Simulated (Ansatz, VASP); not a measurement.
# One calculation of Fe, two programs

Contents of POSCAR:

```
Fe
1.0
   -1.4984397099      0.0000000000      1.9651051623
    1.4984397099      0.0000000000      1.9651051623
    0.0000000000      3.8834793812      0.0000000000
Fe
2
Direct
    0.0000000000      0.0000000000      0.0000000000
    0.5000000000      0.5000000000      0.5000000000
```

The input INCAR.step1:

```
SYSTEM = Fe
  ALGO = Normal
  EDIFF = 1E-4
  ENCUT = 520
  GGA = PE
  ISMEAR = -1
  ISPIN = 2
  LASPH = .TRUE.
  LCHARG = .FALSE.
  LMAXMIX = 4
  LREAL = .FALSE.
  LWAVE = .TRUE.
  MAGMOM = 3 3
  NBANDS = 19
  NELM = 150
  PREC = Accurate
  SIGMA = 0.1
```

INCAR.step2

```
SYSTEM = Fe
  ALGO = Normal
  EDIFF = 1E-6
  ENCUT = 520
  ISIF = 2
  ISMEAR = -1
  ISPIN = 2
  ISTART = 1
  LASPH = .TRUE.
  LCHARG = .FALSE.
  LMAXMIX = 4
  LMIXTAU = .TRUE.
  LORBIT = 11
  LREAL = .FALSE.
  LWAVE = .FALSE.
  MAGMOM = 3 3
  METAGGA = R2SCAN
  NBANDS = 19
  NELM = 150
  PREC = Accurate
  SIGMA = 0.1
```

Contents of KPOINTS:

```
k-points
0
G
  11 11 7
  0 0 0
```

Input for Ansatz:

```yaml
crystal:
  lattice:
    - [-1.4984397099, 0.0, 1.9651051623]
    - [1.4984397099, 0.0, 1.9651051623]
    - [0.0, 3.8834793812, 0.0]
  atoms:
    - { symbol: Fe, position: [0.0, 0.0, 0.0], spin: 3.0 }
    - { symbol: Fe, position: [0.5, 0.5, 0.5], spin: 3.0 }
magnetization:
  spin_polarized: true
kpoints:
  mp_grid: { grid: [11, 11, 7] }
scf:
  occupations: { method: fermi_dirac, width: 0.1 }
  lower_state_search: "off"
hamiltonian:
  xc: r2scan
  pseudopotentials: { kind: paw }
output:
  forces: true
  stress: true
  eigenvalues: true
  populations: true
  write_density: true
  write_potential: true
  elf: true
  volumetric_format: npy
```

Alike in both runs: task single point; functional r2SCAN; k mesh 11 × 11 × 7; occupations fermi-dirac, width 0.1 eV; collinear spin.

|  | VASP | Ansatz |
| --- | --- | --- |
| version | VASP 6.6.1 | Ansatz 0.2.0 |
| potentials or method | VASP PAW PBE potentials, release 64 (Fe) | PAW with Ansatz's default frozen-core files, scalar-relativistic |
| plane-wave cutoff (eV) | 520 | 500 |
| valence electrons in the cell | 16 | 32 |

|  | VASP | Ansatz | Ansatz less VASP |
| --- | --- | --- | --- |
| pressure (GPa) | 5.4 | 5.7 | +0.30 |
| traceless stress, the component that is largest in VASP (GPa) | -3.71 | -3.79 | -0.087 |
| net moment per atom (μB) | 2.61 | 2.61 | +0.001 |
| size of the moment on the site where the two differ most (μB) | 2.67 | 2.75 | +0.086 |

VASP's potentials were made for PBE, not for r2SCAN. Site moments also hang on the region over which each program counts them. The functional is the same, so the differences come from potentials, cutoffs and numerics. VASP's potentials hold 16 valence electrons a cell and Ansatz's 32, so a difference there can come from the potentials and not from the codes. Ansatz's warnings: stability check not made.
